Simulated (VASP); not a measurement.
Here is a VASP 6.6.1 calculation.

The input INCAR:

```
PREC = Accurate
ENCUT = 500
EDIFF = 1E-6
ISMEAR = 0
SIGMA = 0.2
LREAL = False
LASPH = True
NELM = 120
ALGO = Normal
ISIF = 2
LWAVE = False
LCHARG = True
GGA = PE
LELF = True
LVHAR = True
NBANDS = 16
GGA_COMPAT = False
```

Contents of KPOINTS:

```
regular mesh
0
Gamma
  6 6 5
```

POSCAR

```
NbAs
1.0
    2.9159545561      0.0000000000      0.0000000000
   -1.4579772780      2.5252907219      0.0000000000
    0.0000000000      0.0000000000      5.2421660152
Nb As
1 1
Direct
    0.0000000000      0.0000000000      0.0000000000
    0.0000000000      0.0000000000      0.5000000000
```

Potentials or basis: VASP PAW PBE potentials, release 64 (Nb_sv, As).

Command:

```console
$ cat potpaw_PBE.64/Nb_sv/POTCAR potpaw_PBE.64/As/POTCAR > POTCAR
$ mpirun -np 1 vasp_std > vasp.out
```

**Question.** Predict the band gap on the k mesh.

**Answer.** Zero (band 9 reaches 9.65 eV, above the bottom of band 10 at 7.68 eV).

**Question.** What does it give for the pressure?

**Answer.** 0.0 GPa.

Caveat: the k points lie up to 0.41 Å⁻¹ apart.
